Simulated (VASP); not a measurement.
The system is CsSnI3.

```
Cs Sn I
1.0
     6.28317    0.00000    0.00000
     0.00000    6.28317    0.00000
     0.00000    0.00000    6.28317
Cs Sn I
1 1 3
Cartesian
  0.0000 0.0000 0.0000
  3.1416 3.1416 3.1416
  0.0000 3.1416 3.1416
  3.1416 0.0000 3.1416
  3.1416 3.1416 0.0000
```

```yaml
Program: VASP 6.6.1
Task: relaxation of cell and atoms
Functional: PBEsol
Potentials_or_basis: VASP PAW PBE potentials, release 64 (Cs_sv, Sn_d, I)
Cutoff: 600 eV
k_mesh: 6 × 6 × 6
Occupations: gaussian, width 0.02 eV
Spin: no spin polarisation
```

At the start: pressure -1.1 GPa; volume 49.61 Å³/atom.

Problem. Where does the relaxation end?

Solution. Over 3 steps the energy falls by 12.1 meV/atom and the volume is 46.25 Å³/atom (-6.8 %); space group Pm-3m (No. 221, to 0.1 Å) before and after.

Step by step:
```csv
step,energy change (eV),largest force (eV/Å),pressure (GPa),volume (Å³)
1,0.0000,0.0000,-1.10,248.05
2,-0.0551,0.0000,-0.35,236.04
3,-0.0604,0.0000,0.01,231.25
```

Final structure:
```cif
data_structure
_symmetry_space_group_name_H-M 'P 1'
_symmetry_Int_Tables_number 1
_cell_length_a 6.1380
_cell_length_b 6.1380
_cell_length_c 6.1380
_cell_angle_alpha 90.000
_cell_angle_beta 90.000
_cell_angle_gamma 90.000
_cell_volume 231.25
loop_
_atom_site_label
_atom_site_type_symbol
_atom_site_fract_x
_atom_site_fract_y
_atom_site_fract_z
_atom_site_occupancy
Cs1 Cs 0.00000 0.00000 0.00000 1
Sn1 Sn 0.50000 0.50000 0.50000 1
I1 I 0.00000 0.50000 0.50000 1
I2 I 0.50000 0.00000 0.50000 1
I3 I 0.50000 0.50000 0.00000 1
```

Caveat: the PAW data sets were made with another functional, which shifts forces and pressure a little.
